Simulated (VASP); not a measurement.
# Ca2Nb2O6F (Pyrochlore) (Fd-3m) in VASP: electric field gradients with PBE

Aim: the electric field gradients of Ca2Nb2O6F (Pyrochlore) with PBE.

Program: VASP 6.6.1. These are calculated values, not measurements. Logs are shortened: lines on timing, memory, paths and dates and some standing lists are left out, and cuts for length are marked.

## (1) The cell of the first run

Symmetry: Fd-3m, No. 227, cubic system. The conventional cell has a = 10.393 Å, b = 10.393 Å, c = 10.393 Å, α = 90.00°, β = 90.00°, γ = 90.00°. Within 3.0 Å of Ca (site symmetry -3m) lie 2 F at 2.25 Å and 6 O at 2.68 Å. Nb (site symmetry -3m) has 6 O at 1.95 Å within 2.6 Å. Within 2.6 Å of O (site symmetry 2mm) lie 2 Nb at 1.95 Å. Within 3.0 Å of F (site symmetry -43m) lie 4 Ca at 2.25 Å.

## (2) Electric field gradients, PBE

File INCAR:

```
PREC = Accurate
ENCUT = 520
EDIFF = 1E-8
ISMEAR = -1
SIGMA = 0.05
LREAL = Auto
LASPH = T
NELM = 60
ALGO = Normal
ISIF = 2
LWAVE = F
LCHARG = F
GGA = PE
LEFG = T
NBANDS = 106
```

File KPOINTS:

```
regular mesh
0
Gamma
  5 5 5
```

File POSCAR:

```
Ca2Nb2O6F
1.0
    0.0000000000      5.1965000000      5.1965000000
    5.1965000000      0.0000000000      5.1965000000
    5.1965000000      5.1965000000      0.0000000000
Ca Nb O F
4 4 12 2
Direct
    0.1250000000      0.1250000000      0.1250000000
    0.6250000000      0.1250000000      0.1250000000
    0.1250000000      0.1250000000      0.6250000000
    0.1250000000      0.6250000000      0.1250000000
    0.6250000000      0.6250000000      0.6250000000
    0.1250000000      0.6250000000      0.6250000000
    0.6250000000      0.6250000000      0.1250000000
    0.6250000000      0.1250000000      0.6250000000
    0.6870000000      0.3130000000      0.3130000000
    0.5630000000      0.9370000000      0.5630000000
    0.3130000000      0.6870000000      0.6870000000
    0.9370000000      0.5630000000      0.9370000000
    0.3130000000      0.6870000000      0.3130000000
    0.5630000000      0.5630000000      0.9370000000
    0.6870000000      0.3130000000      0.6870000000
    0.9370000000      0.9370000000      0.5630000000
    0.5630000000      0.9370000000      0.9370000000
    0.3130000000      0.3130000000      0.6870000000
    0.9370000000      0.5630000000      0.5630000000
    0.6870000000      0.6870000000      0.3130000000
    0.0000000000      0.0000000000      0.0000000000
    0.2500000000      0.2500000000      0.2500000000
```

Potentials or basis: VASP PAW PBE potentials, release 64 (Ca_sv, Nb_sv, O, F).

Launch:

```sh
cat potpaw_PBE.64/Ca_sv/POTCAR potpaw_PBE.64/Nb_sv/POTCAR potpaw_PBE.64/O/POTCAR potpaw_PBE.64/F/POTCAR > POTCAR
mpirun -np 1 vasp_std > vasp.out
```

OUTCAR:

```text
PREC = Accurate
   ENCUT = 520
   EDIFF = 1E-8
   ISMEAR = -1
   LREAL = Auto
   LASPH = T
   NELM = 60
   ISIF = 2
   GGA = PE

 ion  position               nearest neighbor table
   1  0.125  0.125  0.125-  21 2.25  22 2.25
   2  0.625  0.125  0.125-  21 2.25  22 2.25
   3  0.125  0.125  0.625-  21 2.25  22 2.25
   4  0.125  0.625  0.125-  21 2.25  22 2.25
   5  0.625  0.625  0.625-  10 1.95  11 1.95  14 1.95  15 1.95  19 1.95  20 1.95
   6  0.125  0.625  0.625-  11 1.95  12 1.95  13 1.95  16 1.95  18 1.95  19 1.95
   7  0.625  0.625  0.125-   9 1.95  12 1.95  13 1.95  14 1.95  17 1.95  20 1.95
   8  0.625  0.125  0.625-   9 1.95  10 1.95  15 1.95  16 1.95  17 1.95  18 1.95
   9  0.687  0.313  0.313-   7 1.95   8 1.95
  10  0.563  0.937  0.563-   5 1.95   8 1.95
  11  0.313  0.687  0.687-   5 1.95   6 1.95
  12  0.937  0.563  0.937-   6 1.95   7 1.95
  13  0.313  0.687  0.313-   6 1.95   7 1.95
  14  0.563  0.563  0.937-   5 1.95   7 1.95
  15  0.687  0.313  0.687-   5 1.95   8 1.95
  16  0.937  0.937  0.563-   6 1.95   8 1.95
  17  0.563  0.937  0.937-   7 1.95   8 1.95
  18  0.313  0.313  0.687-   6 1.95   8 1.95
  19  0.937  0.563  0.563-   5 1.95   6 1.95
  20  0.687  0.687  0.313-   5 1.95   7 1.95
  21  0.000  0.000  0.000-   1 2.25   2 2.25   3 2.25   4 2.25
  22  0.250  0.250  0.250-   1 2.25   2 2.25   3 2.25   4 2.25

  LATTYP: Found a face centered cubic cell.
 ALAT       =    10.3930000000

  Lattice vectors:

 A1 = (   0.0000000000,   5.1965000000,   5.1965000000)
 A2 = (   5.1965000000,   0.0000000000,   5.1965000000)
 A3 = (   5.1965000000,   5.1965000000,   0.0000000000)

Analysis of symmetry for initial positions (statically):
=====================================================================
 Subroutine PRICEL returns:
 Original cell was already a primitive cell.

 Routine SETGRP: Setting up the symmetry group for a
 face centered cubic supercell.

 Subroutine GETGRP returns: Found 48 space group operations
 (whereof 24 operations were pure point group operations)
 out of a pool of 48 trial point group operations.

The static configuration has the point symmetry T_d .
 The point group associated with its full space group is O_h .

Analysis of symmetry for dynamics (positions and initial velocities):
=====================================================================
 Subroutine PRICEL returns:
 Original cell was already a primitive cell.

 Routine SETGRP: Setting up the symmetry group for a
 face centered cubic supercell.

 Subroutine GETGRP returns: Found 48 space group operations
 (whereof 24 operations were pure point group operations)
 out of a pool of 48 trial point group operations.

The dynamic configuration has the point symmetry T_d .
 The point group associated with its full space group is O_h .

 Subroutine INISYM returns: Found 48 space group operations
 (whereof 24 operations are pure point group operations),
 and found     1 'primitive' translations

----------------------------------------------------------------------------------------

                                     Primitive cell

  volume of cell :     280.6485

  direct lattice vectors                    reciprocal lattice vectors
     0.000000000  5.196500000  5.196500000    -0.096218609  0.096218609  0.096218609
     5.196500000  0.000000000  5.196500000     0.096218609 -0.096218609  0.096218609
     5.196500000  5.196500000  0.000000000     0.096218609  0.096218609 -0.096218609

  length of vectors
     7.348960777  7.348960777  7.348960777     0.166655519  0.166655519  0.166655519

  position of ions in fractional coordinates (direct lattice)
     0.125000000  0.125000000  0.125000000
     0.625000000  0.125000000  0.125000000
     0.125000000  0.125000000  0.625000000
     0.125000000  0.625000000  0.125000000
     0.625000000  0.625000000  0.625000000
     0.125000000  0.625000000  0.625000000
[... 14 lines left out ...]
     0.000000000  0.000000000  0.000000000
     0.250000000  0.250000000  0.250000000

  ion indices of the primitive-cell ions
   primitive index   ion index
                 1           1
                 2           2
                 3           3
                 4           4
                 5           5
                 6           6
[... 14 lines left out ...]
                21          21
[... 41 lines left out ...]
   number of dos      NEDOS =    301   number of ions     NIONS =     22
   total plane-waves  NPLWV = 175616
   dimension x,y,z NGX =    56 NGY =   56 NGZ =   56
   dimension x,y,z NGXF=   112 NGYF=  112 NGZF=  112
   ions per type =               4   4  12   2
   NGX,Y,Z   is equivalent  to a cutoff of  12.67, 12.67, 12.67 a.u.
   NGXF,Y,Z  is equivalent  to a cutoff of  25.34, 25.34, 25.34 a.u.
 SYSTEM =  unknown system
   PREC   = accura    normal or accurate (medium, high low for compatibility)
   ISTART =      0    job   : 0-new  1-cont  2-samecut
   ICHARG =      2    charge: 1-file 2-atom 10-const
   ISPIN  =      1    spin polarized calculation?
   LNONCOLLINEAR =      F non collinear calculations
   LSORBIT =      F    spin-orbit coupling
   LASPH  =      T    aspherical Exc in radial PAW
   ENCUT  =  520.0 eV  38.22 Ry    6.18 a.u.  13.66 13.66 13.66*2*pi/ulx,y,z
   NELM   =     60;   NELMIN=  2; NELMDL= -5     # of ELM steps
   EDIFF  = 0.1E-07   stopping-criterion for ELM
   LREAL  =      T    real-space projection
   EDIFFG = 0.1E-06   stopping-criterion for IOM
   NSW    =      0    number of steps for IOM
   IBRION =     -1    ionic relax: 0-MD 1-quasi-New 2-CG
   NFREE  =      0    steps in history (QN), initial steepest desc. (CG)
   ISIF   =      2    stress and relaxation
   ISYM   =      2    0-nonsym 1-usesym 2-fastsym
   POTIM  = 0.5000    time-step for ionic-motion
   TEBEG  =    0.0;   TEEND  =   0.0 temperature during run
   PSTRESS=    0.0 pullay stress
   NELECT =     178.0000    total number of electrons
   NUPDOWN=      -1.0000    fix difference up-down
   EMIN   =  10.00;   EMAX   =-10.00  energy-range for DOS
   EFERMI =   0.00;   METHOD = LEGACY
   ISMEAR =    -1;   SIGMA  =   0.05  broadening in eV -4-tet -1-fermi 0-gaus
   EFERMI_NEDOS =   21; number of points for ismear=-14 and -15
   IALGO  =     38    algorithm
   IMIX   =      4    mixing-type and parameters
     AMIX     =   0.40;   BMIX     =  1.00
     AMIX_MAG =   1.60;   BMIX_MAG =  1.00
  volume/ion in A,a.u.               =      12.76        86.09
  Fermi-wavevector in a.u.,A,eV,Ry     =   1.406567  2.658027 26.918202  1.978432
  Thomas-Fermi vector in A             =   2.528915
   LORBIT       =      0    0 simple, 1 ext, 2 COOP (PROOUT), +10 PAW based schemes
   GGA     = PE    functional components
   LHFCALC =     F    Hartree Fock is set to
   AEXX    =    0.0000 exact exchange contribution
   IVDW    =     0    specifies the selected vdW correction
   LEPSILON=     F    determine dielectric tensor
   LRPA    =     F    only Hartree local field effects (RPA)
 non-spin polarized calculation
  energy-cutoff  :      520.00
  volume of cell :      280.65
 maximum number of plane-waves:      7631
   NGX = 27   NGY = 27   NGZ = 27

 number of electron     178.0000000 magnetization

 Free energy of the ion-electron system (eV)
  ---------------------------------------------------
  ext. energy  EPLUGINS =         0.00000000
  ---------------------------------------------------
  free energy    TOTEN  =      -174.66304924 eV

  energy without entropy =     -174.50405338  energy(sigma->0) =     -174.58355131

 E-fermi :   8.0947     XC(G=0): -10.6068

 val. band max:        8.0678286829   @ k =  -0.4000   0.2000   0.0000
 cond. band min:       8.1039123071   @ k =  -0.2000   0.2000   0.0000
 fundamental gap:      0.0360836242
 Fermi energy:         8.0946518897

 k-point     1 :       0.0000    0.0000    0.0000
  band No.  band energies     occupation
      1     -49.3322      2.00000
      2     -49.3159      2.00000
      3     -49.3159      2.00000
      4     -49.3159      2.00000
      5     -35.4541      2.00000
      6     -35.4183      2.00000
[... 1029 lines left out ...]
    100       9.4474      0.00000
    101       9.4541      0.00000
 [bands above 101 left out]

------------------------ aborting loop because EDIFF is reached ----------------------------------------

  FORCE on cell =-STRESS in cart. coord.  units (eV):
  Direction    XX          YY          ZZ          XY          YZ          ZX
  --------------------------------------------------------------------------------------
  -------------------------------------------------------------------------------------
  Total       26.2979730     26.2979730     26.2979730     -0.0000000     -0.0000000      0.0000000
  in kB      150.1308927    150.1308927    150.1308927     -0.0000000     -0.0000000      0.0000000
  external PRESSURE =     150.1308927 kB  Pullay stress =       0.0000000 kB

 VOLUME and BASIS-vectors are now :
 -----------------------------------------------------------------------------
  energy-cutoff  :      520.00
  volume of cell :      280.65
      direct lattice vectors                 reciprocal lattice vectors
     0.000000000  5.196500000  5.196500000    -0.096218609  0.096218609  0.096218609
     5.196500000  0.000000000  5.196500000     0.096218609 -0.096218609  0.096218609
     5.196500000  5.196500000  0.000000000     0.096218609  0.096218609 -0.096218609

 POSITION                                       TOTAL-FORCE (eV/Angst)
 -----------------------------------------------------------------------------------
      1.29913      1.29913      1.29913        -0.000000      0.000000     -0.000000
      1.29913      3.89738      3.89738        -0.000000      0.000000     -0.000000
      3.89738      3.89738      1.29913        -0.000000      0.000000     -0.000000
      3.89738      1.29913      3.89738        -0.000000      0.000000     -0.000000
      6.49563      6.49563      6.49563        -0.000000      0.000000     -0.000000
      6.49563      3.89738      3.89738        -0.000000      0.000000     -0.000000
[... 14 lines left out ...]
      0.00000      0.00000      0.00000        -0.000000      0.000000     -0.000000
      2.59825      2.59825      2.59825        -0.000000      0.000000     -0.000000
 -----------------------------------------------------------------------------------
    total drift:                                0.000000      0.000000      0.000000

  FREE ENERGIE OF THE ION-ELECTRON SYSTEM (eV)
  ---------------------------------------------------
  free  energy   TOTEN  =      -174.6630492446 eV

  energy  without entropy=     -174.5040533813  energy(sigma->0) =     -174.58355131

 Electric field gradients (V/A^2)
---------------------------------------------------------------------
 ion       V_xx      V_yy      V_zz      V_xy      V_xz      V_yz
---------------------------------------------------------------------
   1      -0.000    -0.000     0.000    -9.212    -9.212    -9.212
   2      -0.000     0.000     0.000     9.213     9.213    -9.212
   3       0.000     0.000    -0.000    -9.212     9.213     9.213
   4       0.000    -0.000     0.000     9.213    -9.212     9.213
   5      -0.000    -0.000    -0.000     9.856     9.856     9.856
   6       0.000    -0.000    -0.000    -9.855    -9.855     9.856
[... 14 lines left out ...]
  21       0.000    -0.000     0.000     0.003     0.003     0.003
  22      -0.000    -0.000     0.000     0.003     0.003     0.003
---------------------------------------------------------------------

 Electric field gradients after diagonalization (V/A^2)
 (convention: |V_zz| > |V_xx| > |V_yy|)
----------------------------------------------------------------------
 ion       V_xx      V_yy      V_zz     asymmetry (V_yy - V_xx)/ V_zz
----------------------------------------------------------------------
   1       9.212     9.212   -18.425       0.000
   2       9.213     9.212   -18.425       0.000
   3       9.213     9.212   -18.425       0.000
   4       9.213     9.212   -18.425       0.000
   5      -9.856    -9.856    19.712       0.000
   6      -9.856    -9.855    19.711       0.000
[... 14 lines left out ...]
  21      -0.003    -0.003     0.006       0.000
  22      -0.003    -0.003     0.006       0.000
----------------------------------------------------------------------

           NMR quadrupolar parameters

 Cq : quadrupolar parameter    Cq=e*Q*V_zz/h
 eta: asymmetry parameters     (V_yy - V_xx)/ V_zz
 Q  : nuclear electric quadrupole moment in mb (millibarn)
----------------------------------------------------------------------
 ion       Cq(MHz)       eta       Q (mb)
----------------------------------------------------------------------
   1      -0.045       0.000       1.000
   2      -0.045       0.000       1.000
   3      -0.045       0.000       1.000
   4      -0.045       0.000       1.000
   5       0.048       0.000       1.000
   6       0.048       0.000       1.000
[... 14 lines left out ...]
  21       0.000       0.000       1.000
  22       0.000       0.000       1.000
----------------------------------------------------------------------
```

Wall time 23 min (1 thread of Intel Xeon 6975P-C, shared host); peak memory 0.55 GiB.

Results:

* Free energy: -174.6630 eV
* Pressure: 15.0 GPa
* Largest force: 2.152 eV/Å
* Band gap on the k mesh: zero (band 89 reaches 8.20 eV, above the bottom of band 90 at 7.86 eV)

Forces on the atoms (eV/Å):
```
Ca   0.000  0.000  0.000
Ca   0.000  0.000  0.000
Ca   0.000  0.000  0.000
Ca   0.000  0.000  0.000
Nb   0.000  0.000  0.000
Nb   0.000  0.000  0.000
Nb   0.000  0.000  0.000
Nb   0.000  0.000  0.000
O   -2.152  0.000  0.000
O    0.000 -2.152  0.000
O    2.152  0.000  0.000
O    0.000  2.152  0.000
O    0.000 -2.152  0.000
O    0.000  0.000 -2.152
O    0.000  2.152  0.000
O    0.000  0.000  2.152
O    2.152  0.000  0.000
O    0.000  0.000 -2.152
O   -2.152  0.000  0.000
O    0.000  0.000  2.152
F    0.000  0.000  0.000
F    0.000  0.000  0.000
```

Levels at points of the mesh, in eV from the Fermi level:
| k point | band 85 | band 86 | band 87 | band 88 | band 89 | band 90 | band 91 | band 92 | band 93 | band 94 |
| --- | --- | --- | --- | --- | --- | --- | --- | --- | --- | --- |
| (0.00, 0.00, 0.00) | -4.80 | -4.40 | -4.40 | -4.40 | -0.23 | -0.23 | -0.06 | -0.06 | -0.06 | 0.19 |

Electric field gradients, principal values (V/Å²):
```csv
atom,least,middle,greatest (by size)
1 Ca,9.212,9.212,-18.425
2 Ca,9.212,9.213,-18.425
3 Ca,9.212,9.213,-18.425
4 Ca,9.212,9.213,-18.425
5 Nb,-9.856,-9.856,19.712
6 Nb,-9.855,-9.856,19.711
7 Nb,-9.855,-9.856,19.711
8 Nb,-9.855,-9.856,19.711
9 O,7.320,9.035,-16.355
10 O,7.320,9.034,-16.355
11 O,7.320,9.034,-16.355
12 O,7.320,9.035,-16.355
13 O,7.320,9.035,-16.355
14 O,7.320,9.034,-16.355
15 O,7.320,9.034,-16.355
16 O,7.320,9.035,-16.355
17 O,7.320,9.035,-16.355
18 O,7.320,9.035,-16.355
19 O,7.320,9.034,-16.355
20 O,7.320,9.034,-16.355
21 F,-0.003,-0.003,0.006
22 F,-0.003,-0.003,0.006
```

Caveat: without QUAD_EFG the Cq values of the log hold for a quadrupole moment of 1 mb, not for the nuclei; forces of over 1 eV/Å act on the atoms, so gaps and moduli don't describe the material at rest.
